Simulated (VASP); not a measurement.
Here is a VASP 6.6.1 calculation.

The input INCAR:

```
SYSTEM = H16CO7
PREC = Accurate
ENCUT = 520
EDIFF = 1E-7
ISMEAR = -1
SIGMA = 0.02
LREAL = Auto
LASPH = .TRUE.
NELM = 60
ALGO = Normal
ISIF = 2
LWAVE = .FALSE.
LCHARG = .FALSE.
GGA = PE
IVDW = 12
NBANDS = 49
```

Contents of KPOINTS:

```
regular mesh
0
G
  1 1 1
  0 0 0
```

Contents of POSCAR:

```
H16CO7
1.0
    6.2743050000      0.0000000000      0.0000000000
    0.0000000000      6.2743050000      0.0000000000
    0.0000000000      0.0000000000      6.2743050000
O H C
7 16 1
Direct
    0.2987103751      0.4531179151      0.3871345113
    0.7207332127      0.3222986450      0.9568390443
    0.9359921139      0.6520244075      0.2897850838
    0.0854277884      0.2122147393      0.7200956919
    0.6242603762     -0.0710516942      0.1085379177
    0.5502760864      0.7482741116      0.5727168188
    0.3355112638      0.5931971748      0.9470212239
    0.3849350645      0.5567309845      0.4681952822
    0.1649266333      0.5275165935      0.3896208425
    0.6079398435      0.4243657266      0.9042117015
    0.8184173387      0.3298532666      0.8378298473
    0.8477114198      0.5478375693      0.2177771084
    0.8464363782      0.7752731179      0.2378590139
    0.1623287360      0.2616863541      0.5971498038
    0.1500564604      0.2839677064      0.8443484976
    0.5797136097     -0.1756210449      0.0037454348
    0.6324525186      0.0688044333      0.0492484825
    0.5515989420      0.8614340552      0.4652786245
    0.6916144497      0.6781149466      0.5598707745
    0.2096487181      0.7979210446      0.7131467151
    0.3249124803      0.5796179816      1.1037716528
    0.0126707261      0.6939414007      0.8895487229
    0.1977748930      0.8879708589      0.9869778406
    0.1839885055      0.7522426787      0.8826794362
```

Potentials or basis: VASP PAW PBE potentials, release 64 (O, H, C).

Command:

```sh
$ cat potpaw_PBE.64/O/POTCAR potpaw_PBE.64/H/POTCAR potpaw_PBE.64/C/POTCAR > POTCAR
$ mpirun -np 1 vasp_gam > vasp.out
```

Problem. Estimate the pressure.

Solution. 0.3 GPa.

Problem. Estimate the largest force.

Solution. 2.221 eV/Å.

Forces on the atoms (eV/Å):
```
O    0.645 -0.491 -0.031
O   -1.478  1.541 -0.226
O   -1.391  0.997 -0.162
O   -0.750 -0.111  1.273
O    0.181 -1.553  1.578
O    0.772 -0.278  0.015
O   -0.016 -0.074  0.182
H    0.631 -0.007  0.198
H   -1.265  0.363 -0.347
H    0.274 -0.778  0.814
H    1.030 -0.675 -0.511
H    0.138 -1.243 -0.246
H    0.761  0.248  0.359
H    0.711  0.568 -0.732
H    0.132 -0.148 -0.623
H   -0.320  0.143 -0.394
H    0.287  1.280 -0.895
H    0.163 -0.105 -0.089
H   -0.514  0.575 -0.201
H    0.270 -0.129  0.775
H   -0.080 -0.376 -0.067
H    0.900  0.076  0.167
H    0.010  0.667  0.170
C   -1.089 -0.490 -1.007
```

Caveat: the k points lie up to 1.00 Å⁻¹ apart.
